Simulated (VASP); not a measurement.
# B3As5 (P-43m) in VASP: single point with PBE

Aim: the single point of B3As5 with PBE.

Everything below comes from runs of VASP 6.6.1. Logs are shortened: lines on timing, memory, paths and dates and some standing lists are left out, and cuts for length are marked.

### Step 1. The cell of the first run

The structure is cubic, space group P-43m (No. 215). The conventional cell has a = 5.098 Å, b = 5.098 Å, c = 5.098 Å, α = 90.00°, β = 90.00°, γ = 90.00°. Within 3.0 Å of B (site symmetry -42m) lie 6 As at 2.30 to 2.55 Å. As (site symmetry 3m) has 3 B at 2.30 Å and 1 As at 2.45 Å within 3.0 Å. As (site symmetry -43m) has 4 As at 2.45 Å and 6 B at 2.55 Å within 3.2 Å.

The cell was generated, and may not be a known phase.

### Step 2. Single point, PBE

Input file INCAR:

```
SYSTEM = B3As5
ALGO = Normal ; EDIFF = 1E-6
ENCUT = 560 ; GGA = PE
GGA_COMPAT = .FALSE. ; ISIF = 2
ISMEAR = 0 ; LASPH = .TRUE.
LCHARG = .FALSE. ; LREAL = .FALSE.
LWAVE = .FALSE. ; NBANDS = 52
NELM = 120 ; PREC = Accurate
SIGMA = 0.2
```

Input file KPOINTS:

```
k-points
0
G
  3 3 3
  0 0 0
```

Input file POSCAR:

```
B3As5
1.0
    5.0984385584      0.0000000000      0.0000000000
    0.0000000000      5.0984385584      0.0000000000
    0.0000000000      0.0000000000      5.0984385584
B As
3 5
Direct
    0.5000000000      0.0000000000      0.0000000000
    0.0000000000      0.5000000000      0.0000000000
    0.0000000000      0.0000000000      0.5000000000
    0.7222793333      0.7222793333      0.7222793333
    0.2777206667      0.2777206667      0.7222793333
    0.2777206667      0.7222793333      0.2777206667
    0.7222793333      0.2777206667      0.2777206667
    0.0000000000      0.0000000000      0.0000000000
```

Potentials or basis: VASP PAW PBE potentials, release 64 (B, As_d).

Started as:

```sh
cat potpaw_PBE.64/B/POTCAR potpaw_PBE.64/As_d/POTCAR > POTCAR
mpirun -np 1 vasp_std > vasp.out
```

OUTCAR:

```text
SYSTEM = B3As5
   EDIFF = 1E-6
   ENCUT = 560
   GGA = PE
   ISIF = 2
   ISMEAR = 0
   LASPH = .TRUE.
   LREAL = .FALSE.
   NELM = 120
   PREC = Accurate

 ion  position               nearest neighbor table
   1  0.500  0.000  0.000-   4 2.30   5 2.30   6 2.30   7 2.30
   2  0.000  0.500  0.000-   4 2.30   5 2.30   6 2.30   7 2.30
   3  0.000  0.000  0.500-   4 2.30   5 2.30   6 2.30   7 2.30
   4  0.722  0.722  0.722-   1 2.30   2 2.30   3 2.30   8 2.45
   5  0.278  0.278  0.722-   1 2.30   2 2.30   3 2.30   8 2.45
   6  0.278  0.722  0.278-   1 2.30   2 2.30   3 2.30   8 2.45
   7  0.722  0.278  0.278-   1 2.30   2 2.30   3 2.30   8 2.45
   8  0.000  0.000  0.000-   4 2.45   5 2.45   6 2.45   7 2.45

  LATTYP: Found a simple cubic cell.
 ALAT       =     5.0984385584

  Lattice vectors:

 A1 = (   5.0984385584,   0.0000000000,   0.0000000000)
 A2 = (   0.0000000000,   5.0984385584,   0.0000000000)
 A3 = (   0.0000000000,   0.0000000000,   5.0984385584)

Analysis of symmetry for initial positions (statically):
=====================================================================
 Subroutine PRICEL returns:
 Original cell was already a primitive cell.

 Routine SETGRP: Setting up the symmetry group for a
 simple cubic supercell.

 Subroutine GETGRP returns: Found 24 space group operations
 (whereof 24 operations were pure point group operations)
 out of a pool of 48 trial point group operations.

The static configuration has the point symmetry T_d .

Analysis of symmetry for dynamics (positions and initial velocities):
=====================================================================
 Subroutine PRICEL returns:
 Original cell was already a primitive cell.

 Routine SETGRP: Setting up the symmetry group for a
 simple cubic supercell.

 Subroutine GETGRP returns: Found 24 space group operations
 (whereof 24 operations were pure point group operations)
 out of a pool of 48 trial point group operations.

The dynamic configuration has the point symmetry T_d .

 Subroutine INISYM returns: Found 24 space group operations
 (whereof 24 operations are pure point group operations),
 and found     1 'primitive' translations

----------------------------------------------------------------------------------------

                                     Primitive cell

[... 85 lines left out ...]
   IBRION =     -1    ionic relax: 0-MD 1-quasi-New 2-CG
   NFREE  =      0    steps in history (QN), initial steepest desc. (CG)
   ISIF   =      2    stress and relaxation
   ISYM   =      2    0-nonsym 1-usesym 2-fastsym
   POTIM  = 0.5000    time-step for ionic-motion
   TEBEG  =    0.0;   TEEND  =   0.0 temperature during run
   PSTRESS=    0.0 pullay stress
   NELECT =      84.0000    total number of electrons
   NUPDOWN=      -1.0000    fix difference up-down
   EMIN   =  10.00;   EMAX   =-10.00  energy-range for DOS
   EFERMI =   0.00;   METHOD = LEGACY
   ISMEAR =     0;   SIGMA  =   0.20  broadening in eV -4-tet -1-fermi 0-gaus
   EFERMI_NEDOS =   21; number of points for ismear=-14 and -15
   IALGO  =     38    algorithm
   IMIX   =      4    mixing-type and parameters
     AMIX     =   0.40;   BMIX     =  1.00
     AMIX_MAG =   1.60;   BMIX_MAG =  1.00
  volume/ion in A,a.u.               =      16.57       111.79
  Fermi-wavevector in a.u.,A,eV,Ry     =   1.406255  2.657437 26.906242  1.977553
  Thomas-Fermi vector in A             =   2.528634
   LORBIT       =      0    0 simple, 1 ext, 2 COOP (PROOUT), +10 PAW based schemes
   GGA     = PE    functional components
   LHFCALC =     F    Hartree Fock is set to
   AEXX    =    0.0000 exact exchange contribution
   IVDW    =     0    specifies the selected vdW correction
   LEPSILON=     F    determine dielectric tensor
   LRPA    =     F    only Hartree local field effects (RPA)
 non-spin polarized calculation
 Gauss-broadening in eV      SIGMA  =   0.20
  energy-cutoff  :      560.00
  volume of cell :      132.53
 maximum number of plane-waves:      3998
 NGX is ok and might be reduce to    40
   NGX = 19   NGY = 19   NGZ = 19

 number of electron      83.9999980 magnetization

 Free energy of the ion-electron system (eV)
  ---------------------------------------------------
  ext. energy  EPLUGINS =         0.00000000
  ---------------------------------------------------
  free energy    TOTEN  =       -37.95230777 eV

  energy without entropy =      -37.94633241  energy(sigma->0) =      -37.94932009

 E-fermi :   4.2643     XC(G=0): -10.7603

 val. band max:        4.0179153593   @ k =   0.0000   0.0000   0.0000
 cond. band min:       4.5647405559   @ k =   0.0000   0.0000   0.0000
 fundamental gap:      0.5468251966
 Fermi energy:         4.2643443913

 k-point     1 :       0.0000    0.0000    0.0000
  band No.  band energies     occupation
      1     -32.5306      2.00000
      2     -32.5306      2.00000
      3     -32.5306      2.00000
      4     -32.5128      2.00000
      5     -32.5128      2.00000
      6     -31.8546      2.00000
[... 209 lines left out ...]
     51       8.5193      0.00000
     52       8.5193      0.00000

------------------------ aborting loop because EDIFF is reached ----------------------------------------

  FORCE on cell =-STRESS in cart. coord.  units (eV):
  Direction    XX          YY          ZZ          XY          YZ          ZX
  --------------------------------------------------------------------------------------
  -------------------------------------------------------------------------------------
  Total        0.4863543      0.4863543      0.4863543     -0.0000000      0.0000000     -0.0000000
  in kB        5.8796538      5.8796538      5.8796538     -0.0000000      0.0000000     -0.0000000
  external PRESSURE =       5.8796538 kB  Pullay stress =       0.0000000 kB

 VOLUME and BASIS-vectors are now :
 -----------------------------------------------------------------------------
  energy-cutoff  :      560.00
  volume of cell :      132.53
      direct lattice vectors                 reciprocal lattice vectors
     5.098438558  0.000000000  0.000000000     0.196138482  0.000000000  0.000000000
     0.000000000  5.098438558  0.000000000     0.000000000  0.196138482  0.000000000
     0.000000000  0.000000000  5.098438558     0.000000000  0.000000000  0.196138482

 POSITION                                       TOTAL-FORCE (eV/Angst)
 -----------------------------------------------------------------------------------
      2.54922      0.00000      0.00000         0.000000      0.000000     -0.000000
      0.00000      2.54922      0.00000         0.000000      0.000000     -0.000000
      0.00000      0.00000      2.54922         0.000000     -0.000000     -0.000000
      3.68250      3.68250      3.68250        -0.086528     -0.086528     -0.086528
      1.41594      1.41594      3.68250         0.086528      0.086528     -0.086528
      1.41594      3.68250      1.41594         0.086528     -0.086528      0.086528
      3.68250      1.41594      1.41594        -0.086528      0.086528      0.086528
      0.00000      0.00000      0.00000         0.000000     -0.000000     -0.000000
 -----------------------------------------------------------------------------------
    total drift:                                0.000000      0.000000      0.000000

  FREE ENERGIE OF THE ION-ELECTRON SYSTEM (eV)
  ---------------------------------------------------
  free  energy   TOTEN  =       -37.9523077703 eV

  energy  without entropy=      -37.9463324069  energy(sigma->0) =      -37.94932009
```

stdout:

```text
POSCAR found type information on POSCAR B As
 POSCAR found :  2 types and       8 ions
 scaLAPACK will be used
 LDA part: xc-table for (Slater+PW92), standard interpolation
 POSCAR, INCAR and KPOINTS ok, starting setup
 FFT: planning ... GRIDC
 FFT: planning ... GRID_SOFT
 FFT: planning ... GRID
 WAVECAR not read
 entering main loop
```

Wall time 24 s (1 thread of AMD EPYC 7R13 (Zen 3), shared host); peak memory 0.21 GiB.

What came out:

```yaml
Free_energy: -37.9523 eV
Pressure: 0.6 GPa
Largest_force: 0.150 eV/Å
Band_gap_on_the_k_mesh: 0.55 eV
```

Forces on the atoms (eV/Å):
```
B    0.000  0.000  0.000
B    0.000  0.000  0.000
B    0.000  0.000  0.000
As  -0.087 -0.087 -0.087
As   0.087  0.087 -0.087
As   0.087 -0.087  0.087
As  -0.087  0.087  0.087
As   0.000  0.000  0.000
```

Caveat: an odd mesh through Γ misses points on the zone boundary, where band edges can lie.
